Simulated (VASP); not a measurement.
# AlN (P1) in VASP: further runs

AlN is run at these levels: PBEsol; tasks: single point.

All numbers are computed with VASP 6.6.1; they aren't measurements. Logs are shortened: lines on timing, memory, paths and dates and some standing lists are left out, and cuts for length are marked.

### Step 1. The cell of the first run

The typed cell holds 4 atoms: a = 3.122 Å, b = 2.968 Å, c = 5.104 Å, α = 85.30°, β = 85.41°, γ = 122.27°.

### Step 2. Single point, PBEsol (atoms moved at random and the cell strained at random)

Input file INCAR:

```
SYSTEM = AlN
PREC     = Accurate       ! precision mode
ENCUT    = 600            ! plane-wave cutoff, eV
EDIFF    = 1E-6           ! SCF threshold, eV
ISMEAR   = 0              ! smearing method
SIGMA    = 0.05           ! smearing width, eV
LREAL    = .False.        ! projectors in reciprocal space
LASPH    = .True.         ! aspherical terms in the spheres
NELM     = 120            ! most SCF steps
ALGO     = Normal         ! electronic algorithm
ISIF     = 2              ! what is computed and relaxed
LWAVE    = .False.        ! write WAVECAR
LCHARG   = .False.        ! write CHGCAR
GGA      = PS             ! functional
NBANDS   = 16             ! bands
GGA_COMPAT= .False.
```

Input file KPOINTS:

```
regular mesh
0
Gamma
  12 12 6
  0 0 0
```

Input file POSCAR:

```
AlN
1.0
    3.1188812274     -0.0189960258      0.1271847147
   -1.5758916546      2.5118635132      0.1301348908
    0.2035571534      0.3580234941      5.0868748526
Al N
2 2
Direct
    0.3764601965      0.6751188742      0.0070635411
    0.6536394273      0.3776707974      0.5111191902
    0.3225874047      0.6555605671      0.3579599453
    0.6473129714      0.2916497613      0.8938573233
```

Potentials or basis: VASP PAW PBE potentials, release 64 (Al, N).

Run with:

```sh
cat potpaw_PBE.64/Al/POTCAR potpaw_PBE.64/N/POTCAR > POTCAR
mpirun -np 1 vasp_std > vasp.out
```

OUTCAR:

```text
SYSTEM = AlN
   PREC = Accurate
   ENCUT = 600
   EDIFF = 1E-6
   ISMEAR = 0
   LREAL = .False.
   LASPH = .True.
   NELM = 120
   ISIF = 2
   GGA = PS

 ion  position               nearest neighbor table
   1  0.376  0.675  0.007-   4 1.58   3 1.78   4 1.84   4 2.09   2 2.89   2 2.96   2 2.99   2 3.01
                             2 3.32
   2  0.654  0.378  0.511-   3 1.81   3 1.86   4 1.95   3 2.08   1 2.89   1 2.96   1 2.99   1 3.01
                             1 3.32
   3  0.323  0.656  0.358-   1 1.78   2 1.81   2 1.86   2 2.08
   4  0.647  0.292  0.894-   1 1.58   1 1.84   2 1.95   1 2.09

  LATTYP: Found a triclinic cell.
 ALAT       =     2.9430287989
 B/A-ratio  =     2.6674393537
 C/A-ratio  =     1.0085308805
 COS(alpha) =     0.0067792920
 COS(beta)  =     0.4423020615
 COS(gamma) =     0.6914330392

  Lattice vectors:

 A1 = (  -1.5429895728,  -2.4928674874,  -0.2573196055)
 A2 = (  -4.8654279536,  -2.8318949557,  -5.4713791728)
 A3 = (   1.5758916546,  -2.5118635132,  -0.1301348908)

Analysis of symmetry for initial positions (statically):
=====================================================================
 Subroutine PRICEL returns:
 Original cell was already a primitive cell.

 Routine SETGRP: Setting up the symmetry group for a
 triclinic supercell.

 Subroutine GETGRP returns: Found  1 space group operations
 (whereof  1 operations were pure point group operations)
 out of a pool of  2 trial point group operations.

The static configuration has the point symmetry C_1 .

Analysis of symmetry for dynamics (positions and initial velocities):
=====================================================================
 Subroutine PRICEL returns:
 Original cell was already a primitive cell.

 Routine SETGRP: Setting up the symmetry group for a
 triclinic supercell.

 Subroutine GETGRP returns: Found  1 space group operations
 (whereof  1 operations were pure point group operations)
 out of a pool of  2 trial point group operations.

The dynamic configuration has the point symmetry C_1 .

 Subroutine INISYM returns: Found  1 space group operations
 (whereof  1 operations are pure point group operations),
 and found     1 'primitive' translations

----------------------------------------------------------------------------------------

                                     Primitive cell

  volume of cell :      39.4167

  direct lattice vectors                    reciprocal lattice vectors
     3.118881227 -0.018996026  0.127184715     0.322983253  0.204046691 -0.027285723
    -1.575891655  2.511863513  0.130134891     0.003606730  0.401846341 -0.028427003
     0.203557153  0.358023494  5.086874853    -0.008167666 -0.015381910  0.197993798

  length of vectors
     3.121531181  2.968135426  5.103519580     0.383011415  0.402866708  0.198758290

  position of ions in fractional coordinates (direct lattice)
     0.376460196  0.675118874  0.007063541
     0.653639427  0.377670797  0.511119190
     0.322587405  0.655560567  0.357959945
     0.647312971  0.291649761  0.893857323

  ion indices of the primitive-cell ions
   primitive index   ion index
                 1           1
                 2           2
                 3           3
                 4           4

----------------------------------------------------------------------------------------

 KPOINTS: regular mesh

Automatic generation of k-mesh.
 Grid dimensions read from file:
 generate k-points for:   12   12    6

 Generating k-lattice:

  Cartesian coordinates                     Fractional coordinates (reciprocal lattice)
     0.026915271  0.017003891 -0.002273810     0.083333333 -0.000000000 -0.000000000
     0.000300561  0.033487195 -0.002368917    -0.000000000  0.083333333 -0.000000000
    -0.001361278 -0.002563652  0.032998966     0.000000000  0.000000000  0.166666667

  Length of vectors
     0.031917618  0.033572226  0.033126382

  Shift w.r.t. Gamma in fractional coordinates (k-lattice)
     0.000000000  0.000000000  0.000000000

 Subroutine IBZKPT returns following result:
 ===========================================

 Found    436 irreducible k-points:

 Following reciprocal coordinates:
            Coordinates               Weight
  0.000000  0.000000  0.000000      1.000000
  0.083333  0.000000 -0.000000      2.000000
  0.166667 -0.000000  0.000000      2.000000
  0.250000 -0.000000  0.000000      2.000000
  0.333333  0.000000  0.000000      2.000000
  0.416667 -0.000000 -0.000000      2.000000
[... 16 lines left out ...]
  0.250000  0.166667  0.000000      2.000000
  0.333333  0.166667  0.000000      2.000000
 [... further k-points ...]
   k-points           NKPTS =    436   k-points in BZ     NKDIM =    436   number of bands    NBANDS=     16
   number of dos      NEDOS =    301   number of ions     NIONS =      4
   total plane-waves  NPLWV =  28224
   dimension x,y,z NGX =    28 NGY =   24 NGZ =   42
   dimension x,y,z NGXF=    56 NGYF=   48 NGZF=   84
   ions per type =               2   2
   NGX,Y,Z   is equivalent  to a cutoff of  14.91, 13.44, 13.68 a.u.
   NGXF,Y,Z  is equivalent  to a cutoff of  29.82, 26.88, 27.36 a.u.
 SYSTEM =  AlN
   PREC   = accura    normal or accurate (medium, high low for compatibility)
   ISTART =      0    job   : 0-new  1-cont  2-samecut
   ICHARG =      2    charge: 1-file 2-atom 10-const
   ISPIN  =      1    spin polarized calculation?
   LNONCOLLINEAR =      F non collinear calculations
   LSORBIT =      F    spin-orbit coupling
   LASPH  =      T    aspherical Exc in radial PAW
   ENCUT  =  600.0 eV  44.10 Ry    6.64 a.u.   6.23  5.93 10.19*2*pi/ulx,y,z
   NELM   =    120;   NELMIN=  2; NELMDL= -5     # of ELM steps
   EDIFF  = 0.1E-05   stopping-criterion for ELM
   LREAL  =      F    real-space projection
   EDIFFG = 0.1E-04   stopping-criterion for IOM
   NSW    =      0    number of steps for IOM
   IBRION =     -1    ionic relax: 0-MD 1-quasi-New 2-CG
   NFREE  =      0    steps in history (QN), initial steepest desc. (CG)
   ISIF   =      2    stress and relaxation
   ISYM   =      2    0-nonsym 1-usesym 2-fastsym
   POTIM  = 0.5000    time-step for ionic-motion
   TEBEG  =    0.0;   TEEND  =   0.0 temperature during run
   PSTRESS=    0.0 pullay stress
   NELECT =      16.0000    total number of electrons
   NUPDOWN=      -1.0000    fix difference up-down
   EMIN   =  10.00;   EMAX   =-10.00  energy-range for DOS
   EFERMI =   0.00;   METHOD = LEGACY
   ISMEAR =     0;   SIGMA  =   0.05  broadening in eV -4-tet -1-fermi 0-gaus
   EFERMI_NEDOS =   21; number of points for ismear=-14 and -15
   IALGO  =     38    algorithm
   IMIX   =      4    mixing-type and parameters
     AMIX     =   0.40;   BMIX     =  1.00
     AMIX_MAG =   1.60;   BMIX_MAG =  1.00
  volume/ion in A,a.u.               =       9.85        66.50
  Fermi-wavevector in a.u.,A,eV,Ry     =   1.212145  2.290622 19.990983  1.469296
  Thomas-Fermi vector in A             =   2.347638
   LORBIT       =      0    0 simple, 1 ext, 2 COOP (PROOUT), +10 PAW based schemes
   GGA     = PS    functional components
   LHFCALC =     F    Hartree Fock is set to
   AEXX    =    0.0000 exact exchange contribution
   IVDW    =     0    specifies the selected vdW correction
   LEPSILON=     F    determine dielectric tensor
   LRPA    =     F    only Hartree local field effects (RPA)
 non-spin polarized calculation
 Gauss-broadening in eV      SIGMA  =   0.05
  energy-cutoff  :      600.00
  volume of cell :       39.42
 maximum number of plane-waves:      1332
 NGX is ok and might be reduce to    28
   NGX = 13   NGY = 11   NGZ = 21

 number of electron      15.9999999 magnetization

 Free energy of the ion-electron system (eV)
  ---------------------------------------------------
  ext. energy  EPLUGINS =         0.00000000
  ---------------------------------------------------
  free energy    TOTEN  =       -29.37011207 eV

  energy without entropy =      -29.37011207  energy(sigma->0) =      -29.37011207

 E-fermi :   7.6295     XC(G=0): -11.3671

 val. band max:        7.4240139578   @ k =   0.0000   0.0000   0.0000
 cond. band min:      10.6999619946   @ k =   0.0000   0.0000   0.0000
 fundamental gap:      3.2759480367
 Fermi energy:         7.6294879819

 k-point     1 :       0.0000    0.0000    0.0000
  band No.  band energies     occupation
      1      -8.9082      2.00000
      2      -6.6479      2.00000
      3       0.0706      2.00000
      4       5.5514      2.00000
      5       5.9908      2.00000
      6       6.2367      2.00000
[... 8 lines left out ...]
     15      19.7854      0.00000
     16      20.3121      0.00000

 k-point     2 :       0.0833    0.0000   -0.0000
  band No.  band energies     occupation
      1      -8.8116      2.00000
      2      -6.5913      2.00000
      3       0.1896      2.00000
      4       5.4407      2.00000
      5       5.5862      2.00000
      6       6.1009      2.00000
[... 8 lines left out ...]
     15      20.0171      0.00000
     16      20.2797      0.00000

 k-point     3 :       0.1667   -0.0000    0.0000
  band No.  band energies     occupation
      1      -8.5305      2.00000
      2      -6.4330      2.00000
      3       0.5376      2.00000
      4       4.4495      2.00000
      5       5.0522      2.00000
      6       5.4984      2.00000
[... 8 lines left out ...]
     15      20.2778      0.00000
     16      20.6780      0.00000

 k-point     4 :       0.2500   -0.0000    0.0000
  band No.  band energies     occupation
      1      -8.0943      2.00000
      2      -6.2113      2.00000
      3       1.0813      2.00000
      4       3.1268      2.00000
      5       4.1583      2.00000
      6       5.1411      2.00000
[... 8 lines left out ...]
     15      20.2453      0.00000
     16      21.3306      0.00000

 k-point     5 :       0.3333    0.0000    0.0000
  band No.  band energies     occupation
      1      -7.5650      2.00000
      2      -5.9974      2.00000
      3       1.7229      2.00000
      4       1.9373      2.00000
      5       3.3027      2.00000
      6       4.8949      2.00000
[... 8 lines left out ...]
     15      20.0373      0.00000
     16      22.1718      0.00000

 k-point     6 :       0.4167   -0.0000   -0.0000
  band No.  band energies     occupation
      1      -7.0667      2.00000
      2      -5.8806      2.00000
      3       1.1016      2.00000
      4       2.0613      2.00000
      5       3.0553      2.00000
      6       4.7217      2.00000
[... 8 lines left out ...]
     15      20.6359      0.00000
     16      22.5730      0.00000
[... 267 lines left out ...]
 k-point    21 :       0.0833    0.1667    0.0000
  band No.  band energies     occupation
      1      -8.1785      2.00000
      2      -6.2614      2.00000
      3       0.9838      2.00000
      4       3.9682      2.00000
      5       4.4267      2.00000
      6       5.2303      2.00000
[... 8 lines left out ...]
     15      19.9255      0.00000
     16      20.3252      0.00000

 k-point    22 :       0.1667    0.1667    0.0000
  band No.  band energies     occupation
      1      -7.7414      2.00000
      2      -6.0707      2.00000
      3       1.5299      2.00000
      4       3.0382      2.00000
      5       3.6084      2.00000
      6       4.7515      2.00000
[... 8 lines left out ...]
     15      19.7976      0.00000
     16      20.7660      0.00000

 k-point    23 :       0.2500    0.1667    0.0000
  band No.  band energies     occupation
      1      -7.2342      2.00000
      2      -5.9038      2.00000
      3       1.9673      2.00000
      4       2.1664      2.00000
      5       3.1760      2.00000
      6       4.1769      2.00000
[... 8 lines left out ...]
     15      19.5625      0.00000
     16      21.5752      0.00000

 k-point    24 :       0.3333    0.1667    0.0000
  band No.  band energies     occupation
      1      -6.7918      2.00000
      2      -5.8292      2.00000
      3       1.3175      2.00000
      4       2.3079      2.00000
      5       3.3362      2.00000
      6       3.7187      2.00000
[... 8 lines left out ...]
     15      19.9513      0.00000
     16      22.3758      0.00000

 [... further k-points ...]

------------------------ aborting loop because EDIFF is reached ----------------------------------------

  FORCE on cell =-STRESS in cart. coord.  units (eV):
  Direction    XX          YY          ZZ          XY          YZ          ZX
  --------------------------------------------------------------------------------------
  -------------------------------------------------------------------------------------
  Total        1.3777530     14.6640781      3.0886646     -1.8011990     -6.5957893     -1.2996278
  in kB       56.0017175    596.0528154    125.5453777    -73.2135870   -268.0999621    -52.8261499
  external PRESSURE =     259.1999702 kB  Pullay stress =       0.0000000 kB

 VOLUME and BASIS-vectors are now :
 -----------------------------------------------------------------------------
  energy-cutoff  :      600.00
  volume of cell :       39.42
      direct lattice vectors                 reciprocal lattice vectors
     3.118881227 -0.018996026  0.127184715     0.322983253  0.204046691 -0.027285723
    -1.575891655  2.511863513  0.130134891     0.003606730  0.401846341 -0.028427003
     0.203557153  0.358023494  5.086874853    -0.008167666 -0.015381910  0.197993798

 POSITION                                       TOTAL-FORCE (eV/Angst)
 -----------------------------------------------------------------------------------
      0.11166      1.69118      0.17167        -0.481361     -7.738963      1.178056
      1.54750      1.11923      2.73228         1.000948     -1.466277     -0.507790
      0.04588      1.76871      1.94724        -0.439420      0.881341      3.248788
      1.74123      1.04031      4.66722        -0.080166      8.323899     -3.919054
 -----------------------------------------------------------------------------------
    total drift:                                0.000062      0.000134      0.000196

  FREE ENERGIE OF THE ION-ELECTRON SYSTEM (eV)
  ---------------------------------------------------
  free  energy   TOTEN  =       -29.3701120657 eV

  energy  without entropy=      -29.3701120657  energy(sigma->0) =      -29.37011207
```

Run time: 2.5 min. Hardware: 1 thread of Intel Xeon 6975P-C (Granite Rapids), shared host; peak memory 0.38 GiB.

What came out:

```
Free energy            : -29.3701 eV
Pressure               : 25.9 GPa
Largest force          : 9.201 eV/Å
Band gap on the k mesh : 3.28 eV
```

Forces on the atoms (eV/Å):
```
Al  -0.481 -7.739  1.178
Al   1.001 -1.466 -0.508
N   -0.439  0.881  3.249
N   -0.080  8.324 -3.919
```

Caveat: the cell differs from its parent crystal (atoms moved at random and the cell strained at random); the cell stands under pressure; the PAW data sets were made with another functional, which shifts forces and pressure a little.

### Step 3. Single point, PBEsol (atoms moved at random)

Input file INCAR:

```
SYSTEM = AlN
PREC = Accurate
ENCUT = 600
EDIFF = 1E-6
ISMEAR = 0
SIGMA = 0.05
LREAL = .False.
LASPH = .True.
NELM = 120
ALGO = Normal
ISIF = 2
LWAVE = .False.
LCHARG = .False.
GGA = PS
NBANDS = 16
GGA_COMPAT = .False.
```

Input file KPOINTS:

```
Automatic mesh
0
Gamma
  12 12 6
  0 0 0
```

Input file POSCAR:

```
AlN
1.0
    3.1136926464      0.0000000000      0.0000000000
   -1.5568463232      2.6965369313      0.0000000000
    0.0000000000      0.0000000000      4.9834165464
Al N
2 2
Direct
    0.2964792345      0.6253500465      0.0243586969
    0.7233564988      0.3104193255      0.4952422014
    0.3446823079      0.6686816124      0.3968871806
    0.6354819588      0.3955490157      0.8535119211
```

Potentials or basis: VASP PAW PBE potentials, release 64 (Al, N).

Run with:

```sh
cat potpaw_PBE.64/Al/POTCAR potpaw_PBE.64/N/POTCAR > POTCAR
mpirun -np 1 vasp_std > vasp.out
```

Run time: 2.5 min. Hardware: 1 thread of Intel Xeon 6975P-C (Granite Rapids), shared host; peak memory 0.4 GiB.

The run converged. Its results:

```yaml
Free_energy: -30.0129 eV
Pressure: 7.2 GPa
Largest_force: 4.033 eV/Å
Band_gap_on_the_k_mesh: 2.70 eV
```

Forces in eV/Å, atoms in the order of the input:
```
Al  -1.917  1.728 -2.112
Al  -2.832  0.353  1.797
N    1.998 -0.341 -2.063
N    2.752 -1.741  2.379
```

Stress tensor (GPa, compression positive):
```
  8.11   3.31 -10.31
  3.31   5.07   2.64
-10.31   2.64   8.36
```

Levels at points of the mesh, in eV from the valence-band top:
| k point | band 4 | band 5 | band 6 | band 7 | band 8 | band 9 | band 10 | band 11 | band 12 | band 13 |
| --- | --- | --- | --- | --- | --- | --- | --- | --- | --- | --- |
| (0.00, 0.00, 0.00) | -2.53 | -1.80 | -1.36 | -0.57 | 0.00 | 2.70 | 5.51 | 8.87 | 9.73 | 10.78 |
| (0.50, 0.00, 0.00) | -4.78 | -4.50 | -2.89 | -2.63 | -0.98 | 3.92 | 4.77 | 6.40 | 9.01 | 9.52 |
| (0.00, 0.50, 0.00) | -4.62 | -4.34 | -3.04 | -2.47 | -1.39 | 3.70 | 4.78 | 6.49 | 9.05 | 9.68 |
| (0.50, 0.50, 0.00) | -5.31 | -4.01 | -3.48 | -3.29 | -0.90 | 4.22 | 5.27 | 6.96 | 9.14 | 9.52 |
| (0.00, 0.00, 0.50) | -4.23 | -2.51 | -1.61 | -1.01 | -0.04 | 4.57 | 5.49 | 8.16 | 9.71 | 10.20 |
| (0.50, 0.00, 0.50) | -6.07 | -2.94 | -2.59 | -2.10 | -1.20 | 3.72 | 4.13 | 7.28 | 8.43 | 9.66 |
| (0.00, 0.50, 0.50) | -5.73 | -3.04 | -2.61 | -2.28 | -1.62 | 3.95 | 4.33 | 7.28 | 8.35 | 9.75 |
| (0.50, 0.50, 0.50) | -6.43 | -3.36 | -2.42 | -1.72 | -1.17 | 3.60 | 3.72 | 7.99 | 8.13 | 10.57 |

Caveat: the cell differs from its parent crystal (atoms moved at random); the cell stands under pressure; the PAW data sets were made with another functional, which shifts forces and pressure a little.
